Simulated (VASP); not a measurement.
# Si16Ge (a cell with a defect) in VASP: single point with PBE

Aim: the single point of Si16Ge (a cell with a defect) with PBE.

Everything below comes from runs of VASP 6.6.1. Logs are shortened: lines on timing, memory, paths and dates and some standing lists are left out, and cuts for length are marked.

### Step 1. The cell of the first run

The cell holds a defect, 17 atoms: a = 7.679 Å, b = 7.679 Å, c = 7.679 Å, α = 60.00°, β = 60.00°, γ = 60.00°.

### Step 2. Single point, PBE

Contents of INCAR:

```
  ALGO = Normal
  EDIFF = 1E-6
  ENCUT = 520
  GGA = PE
  ISIF = 2
  ISMEAR = -1
  LASPH = T
  LCHARG = F
  LREAL = Auto
  LWAVE = F
  NBANDS = 53
  NELM = 80
  PREC = Accurate
  SIGMA = 0.02
```

Contents of KPOINTS:

```
k-points
0
Gamma
  2 2 2
```

Contents of POSCAR:

```
Si16Ge
1.0
    0.0000000000      5.4300000000      5.4300000000
    5.4300000000      0.0000000000      5.4300000000
    5.4300000000      5.4300000000      0.0000000000
Si Ge
16 1
Direct
   -0.0207232044     -0.0202022099     -0.0204029466
    0.1050561694      0.1054519337      0.1053484346
    0.0121728361      0.0119361878      0.4688129834
    0.1267963168      0.1275493554      0.6101086556
    0.0120802026      0.4689549724      0.0117606814
    0.1267560773      0.6103004604      0.1272842541
    0.0148709945      0.4984465009      0.4981844383
    0.1562124309      0.6133584715      0.6134680479
    0.4683842541      0.0123536832      0.0123236648
    0.6097908840      0.1274724678      0.1272520258
    0.4976883057      0.0153435543      0.4981231123
    0.6130252302      0.1566902394      0.6129000000
    0.4976532228      0.4983523020      0.0151819521
    0.6132108656      0.6130213628      0.1564500921
    0.5197787293      0.5200689687      0.5198925414
    0.6453545120      0.6458554328      0.6456917127
    0.8119501842      0.8133120626      0.8128853591
```

Potentials or basis: VASP PAW PBE potentials, release 64 (Si, Ge_d).

Started as:

```sh
> cat potpaw_PBE.64/Si/POTCAR potpaw_PBE.64/Ge_d/POTCAR > POTCAR
> mpirun -np 1 vasp_std > vasp.out
```

OUTCAR:

```text
EDIFF = 1E-6
   ENCUT = 520
   GGA = PE
   ISIF = 2
   ISMEAR = -1
   LASPH = T
   LREAL = Auto
   NELM = 80
   PREC = Accurate

 ion  position               nearest neighbor table
   1  0.979  0.980  0.980-   6 2.34   4 2.34  10 2.34   2 2.36
   2  0.105  0.105  0.105-   9 2.31   3 2.31   5 2.31   1 2.36
   3  0.012  0.012  0.469-   2 2.31   4 2.33  17 2.43   8 2.50  12 2.51
   4  0.127  0.128  0.610-  11 2.33   7 2.33   3 2.33   1 2.34
   5  0.012  0.469  0.012-   2 2.31   6 2.33  17 2.44   8 2.50  14 2.51
   6  0.127  0.610  0.127-  13 2.33   7 2.33   5 2.33   1 2.34
   7  0.015  0.498  0.498-   4 2.33   6 2.33   8 2.33  16 2.34
   8  0.156  0.613  0.613-  15 2.31   7 2.33  17 2.44   5 2.50   3 2.50
   9  0.468  0.012  0.012-   2 2.31  10 2.33  17 2.43  14 2.51  12 2.51
  10  0.610  0.127  0.127-  11 2.33  13 2.33   9 2.33   1 2.34
  11  0.498  0.015  0.498-  10 2.33   4 2.33  12 2.33  16 2.34
  12  0.613  0.157  0.613-  15 2.31  11 2.33  17 2.43   3 2.51   9 2.51
  13  0.498  0.498  0.015-  10 2.33   6 2.33  14 2.33  16 2.34
  14  0.613  0.613  0.156-  15 2.31  13 2.33  17 2.43   5 2.51   9 2.51
  15  0.520  0.520  0.520-  12 2.31  14 2.31   8 2.31  16 2.36
  16  0.645  0.646  0.646-   7 2.34  13 2.34  11 2.34  15 2.36
  17  0.812  0.813  0.813-   9 2.43  12 2.43  14 2.43   3 2.43   5 2.44   8 2.44

  LATTYP: Found a face centered cubic cell.
 ALAT       =    10.8600000000

  Lattice vectors:

 A1 = (   0.0000000000,   5.4300000000,   5.4300000000)
 A2 = (   5.4300000000,   0.0000000000,   5.4300000000)
 A3 = (   5.4300000000,   5.4300000000,   0.0000000000)

Analysis of symmetry for initial positions (statically):
=====================================================================
 Subroutine PRICEL returns:
 Original cell was already a primitive cell.

 Routine SETGRP: Setting up the symmetry group for a
 face centered cubic supercell.

 Subroutine GETGRP returns: Found  1 space group operations
 (whereof  1 operations were pure point group operations)
 out of a pool of 48 trial point group operations.

The static configuration has the point symmetry C_1 .

Analysis of symmetry for dynamics (positions and initial velocities):
=====================================================================
 Subroutine PRICEL returns:
 Original cell was already a primitive cell.

 Routine SETGRP: Setting up the symmetry group for a
 face centered cubic supercell.

 Subroutine GETGRP returns: Found  1 space group operations
 (whereof  1 operations were pure point group operations)
 out of a pool of 48 trial point group operations.

The dynamic configuration has the point symmetry C_1 .

 Subroutine INISYM returns: Found  1 space group operations
 (whereof  1 operations are pure point group operations),
 and found     1 'primitive' translations

----------------------------------------------------------------------------------------

                                     Primitive cell

  volume of cell :     320.2060

  direct lattice vectors                    reciprocal lattice vectors
     0.000000000  5.430000000  5.430000000    -0.092081031  0.092081031  0.092081031
     5.430000000  0.000000000  5.430000000     0.092081031 -0.092081031  0.092081031
     5.430000000  5.430000000  0.000000000     0.092081031  0.092081031 -0.092081031

  length of vectors
     7.679179644  7.679179644  7.679179644     0.159489025  0.159489025  0.159489025

  position of ions in fractional coordinates (direct lattice)
     0.979276796  0.979797790  0.979597053
     0.105056169  0.105451934  0.105348435
     0.012172836  0.011936188  0.468812983
     0.126796317  0.127549355  0.610108656
     0.012080203  0.468954972  0.011760681
     0.126756077  0.610300460  0.127284254
[... 9 lines left out ...]
     0.645354512  0.645855433  0.645691713
     0.811950184  0.813312063  0.812885359

  ion indices of the primitive-cell ions
   primitive index   ion index
                 1           1
                 2           2
                 3           3
                 4           4
                 5           5
                 6           6
[... 9 lines left out ...]
                16          16
                17          17

----------------------------------------------------------------------------------------

 KPOINTS: k-points

Automatic generation of k-mesh.
 Grid dimensions read from file:
 generate k-points for:    2    2    2

 Generating k-lattice:

  Cartesian coordinates                     Fractional coordinates (reciprocal lattice)
    -0.046040516  0.046040516  0.046040516     0.500000000  0.000000000  0.000000000
     0.046040516 -0.046040516  0.046040516     0.000000000  0.500000000  0.000000000
     0.046040516  0.046040516 -0.046040516     0.000000000  0.000000000  0.500000000

  Length of vectors
     0.079744512  0.079744512  0.079744512

  Shift w.r.t. Gamma in fractional coordinates (k-lattice)
     0.000000000  0.000000000  0.000000000

 Subroutine IBZKPT returns following result:
 ===========================================

 Found      8 irreducible k-points:

 Following reciprocal coordinates:
            Coordinates               Weight
  0.000000  0.000000  0.000000      1.000000
  0.500000  0.000000  0.000000      1.000000
  0.000000  0.500000  0.000000      1.000000
  0.000000  0.000000  0.500000      1.000000
  0.500000  0.500000  0.500000      1.000000
  0.500000  0.500000  0.000000      1.000000
  0.000000  0.500000  0.500000      1.000000
  0.500000  0.000000  0.500000      1.000000
   k-points           NKPTS =      8   k-points in BZ     NKDIM =      8   number of bands    NBANDS=     53
   number of dos      NEDOS =    301   number of ions     NIONS =     17
   total plane-waves  NPLWV = 216000
   dimension x,y,z NGX =    60 NGY =   60 NGZ =   60
   dimension x,y,z NGXF=   120 NGYF=  120 NGZF=  120
   ions per type =              16   1
   NGX,Y,Z   is equivalent  to a cutoff of  12.99, 12.99, 12.99 a.u.
   NGXF,Y,Z  is equivalent  to a cutoff of  25.98, 25.98, 25.98 a.u.
 SYSTEM =  unknown system
   PREC   = accura    normal or accurate (medium, high low for compatibility)
   ISTART =      0    job   : 0-new  1-cont  2-samecut
   ICHARG =      2    charge: 1-file 2-atom 10-const
   ISPIN  =      1    spin polarized calculation?
   LNONCOLLINEAR =      F non collinear calculations
   LSORBIT =      F    spin-orbit coupling
   LASPH  =      T    aspherical Exc in radial PAW
   ENCUT  =  520.0 eV  38.22 Ry    6.18 a.u.  14.28 14.28 14.28*2*pi/ulx,y,z
   NELM   =     80;   NELMIN=  2; NELMDL= -5     # of ELM steps
   EDIFF  = 0.1E-05   stopping-criterion for ELM
   LREAL  =      T    real-space projection
   EDIFFG = 0.1E-04   stopping-criterion for IOM
   NSW    =      0    number of steps for IOM
   IBRION =     -1    ionic relax: 0-MD 1-quasi-New 2-CG
   NFREE  =      0    steps in history (QN), initial steepest desc. (CG)
   ISIF   =      2    stress and relaxation
   ISYM   =      2    0-nonsym 1-usesym 2-fastsym
   POTIM  = 0.5000    time-step for ionic-motion
   TEBEG  =    0.0;   TEEND  =   0.0 temperature during run
   PSTRESS=    0.0 pullay stress
   NELECT =      78.0000    total number of electrons
   NUPDOWN=      -1.0000    fix difference up-down
   EMIN   =  10.00;   EMAX   =-10.00  energy-range for DOS
   EFERMI =   0.00;   METHOD = LEGACY
   ISMEAR =    -1;   SIGMA  =   0.02  broadening in eV -4-tet -1-fermi 0-gaus
   EFERMI_NEDOS =   21; number of points for ismear=-14 and -15
   IALGO  =     38    algorithm
   IMIX   =      4    mixing-type and parameters
     AMIX     =   0.40;   BMIX     =  1.00
     AMIX_MAG =   1.60;   BMIX_MAG =  1.00
  volume/ion in A,a.u.               =      18.84       127.11
  Fermi-wavevector in a.u.,A,eV,Ry     =   1.022421  1.932096 14.222785  1.045345
  Thomas-Fermi vector in A             =   2.156100
   LORBIT       =      0    0 simple, 1 ext, 2 COOP (PROOUT), +10 PAW based schemes
   GGA     = PE    functional components
   LHFCALC =     F    Hartree Fock is set to
   AEXX    =    0.0000 exact exchange contribution
   IVDW    =     0    specifies the selected vdW correction
   LEPSILON=     F    determine dielectric tensor
   LRPA    =     F    only Hartree local field effects (RPA)
 non-spin polarized calculation
  energy-cutoff  :      520.00
  volume of cell :      320.21
 maximum number of plane-waves:      8646
 NGX is ok and might be reduce to    60
   NGX = 29   NGY = 29   NGZ = 29

 number of electron      77.9999998 magnetization

 Free energy of the ion-electron system (eV)
  ---------------------------------------------------
  ext. energy  EPLUGINS =         0.00000000
  ---------------------------------------------------
  free energy    TOTEN  =       -86.34935787 eV

  energy without entropy =      -86.34283286  energy(sigma->0) =      -86.34609536

 E-fermi :   6.6910     XC(G=0):  -9.7667

 val. band max:        6.6684141021   @ k =   0.5000   0.5000   0.5000
 cond. band min:       6.7298279833   @ k =   0.0000   0.0000   0.0000
 fundamental gap:      0.0614138812
 Fermi energy:         6.6910326769

 k-point     1 :       0.0000    0.0000    0.0000
  band No.  band energies     occupation
      1     -17.9345      2.00000
      2     -17.9344      2.00000
      3     -17.8081      2.00000
      4     -17.8080      2.00000
      5     -17.8040      2.00000
      6      -6.3586      2.00000
[... 43 lines left out ...]
     50       8.6663      0.00000
     51       8.8140      0.00000

 k-point     2 :       0.5000    0.0000    0.0000
  band No.  band energies     occupation
      1     -17.9345      2.00000
      2     -17.9344      2.00000
      3     -17.8081      2.00000
      4     -17.8080      2.00000
      5     -17.8040      2.00000
      6      -5.9383      2.00000
[... 316 lines left out ...]
 k-point     8 :       0.5000    0.0000    0.5000
  band No.  band energies     occupation
      1     -17.9345      2.00000
      2     -17.9344      2.00000
      3     -17.8081      2.00000
      4     -17.8080      2.00000
      5     -17.8040      2.00000
      6      -5.8311      2.00000
[... 43 lines left out ...]
     50      10.4113      0.00000
     51      10.4730      0.00000
 [bands above 51 left out]

------------------------ aborting loop because EDIFF is reached ----------------------------------------

  FORCE on cell =-STRESS in cart. coord.  units (eV):
  Direction    XX          YY          ZZ          XY          YZ          ZX
  --------------------------------------------------------------------------------------
  -------------------------------------------------------------------------------------
  Total       11.7705433     11.7695614     11.7675427     -1.4557427     -1.4541475     -1.4575920
  in kB       58.8948891     58.8899759     58.8798752     -7.2839292     -7.2759475     -7.2931824
  external PRESSURE =      58.8882467 kB  Pullay stress =       0.0000000 kB

 VOLUME and BASIS-vectors are now :
 -----------------------------------------------------------------------------
  energy-cutoff  :      520.00
  volume of cell :      320.21
      direct lattice vectors                 reciprocal lattice vectors
     0.000000000  5.430000000  5.430000000    -0.092081031  0.092081031  0.092081031
     5.430000000  0.000000000  5.430000000     0.092081031 -0.092081031  0.092081031
     5.430000000  5.430000000  0.000000000     0.092081031  0.092081031 -0.092081031

 POSITION                                       TOTAL-FORCE (eV/Angst)
 -----------------------------------------------------------------------------------
     10.63951     10.63669     10.63778        -0.036296     -0.037417     -0.037053
      1.14465      1.14250      1.14306        -0.021397     -0.022023     -0.022415
      2.61047      2.61175      0.13091         0.000184     -0.010757      0.002674
      4.00548      4.00139      1.38110        -0.010663     -0.008875      0.011286
      2.61029      0.12946      2.61202         0.001527      0.004763     -0.009889
      4.00508      1.37944      4.00222        -0.009946      0.013341     -0.008628
[... 9 lines left out ...]
      7.01310      7.01038      7.01127         0.038904      0.036192      0.036676
      8.83025      8.82286      8.82517        -0.011507      0.008001      0.002545
 -----------------------------------------------------------------------------------
    total drift:                               -0.003706      0.000478     -0.001487

  FREE ENERGIE OF THE ION-ELECTRON SYSTEM (eV)
  ---------------------------------------------------
  free  energy   TOTEN  =       -86.3493578679 eV

  energy  without entropy=      -86.3428328613  energy(sigma->0) =      -86.34609536
```

Wall time 2.4 min (1 thread of Intel Xeon 6975P-C (Granite Rapids), shared host); peak memory 0.48 GiB.

Results:

```yaml
Free_energy: -86.3494 eV
Pressure: 5.9 GPa
Largest_force: 0.065 eV/Å
Band_gap_on_the_k_mesh: 0.06 eV
```

Forces in eV/Å, atoms in the order of the input:
```
Si  -0.036 -0.037 -0.037
Si  -0.021 -0.022 -0.022
Si   0.000 -0.011  0.003
Si  -0.011 -0.009  0.011
Si   0.002  0.005 -0.010
Si  -0.010  0.013 -0.009
Si  -0.014  0.010  0.008
Si  -0.006  0.001  0.007
Si  -0.002 -0.008 -0.006
Si   0.010 -0.011 -0.010
Si   0.010 -0.010  0.011
Si   0.010  0.002  0.004
Si   0.009  0.011 -0.010
Si   0.011  0.002  0.000
Si   0.021  0.019  0.021
Si   0.039  0.036  0.037
Ge  -0.012  0.008  0.003
```

Caveat: the k points lie up to 0.50 Å⁻¹ apart.
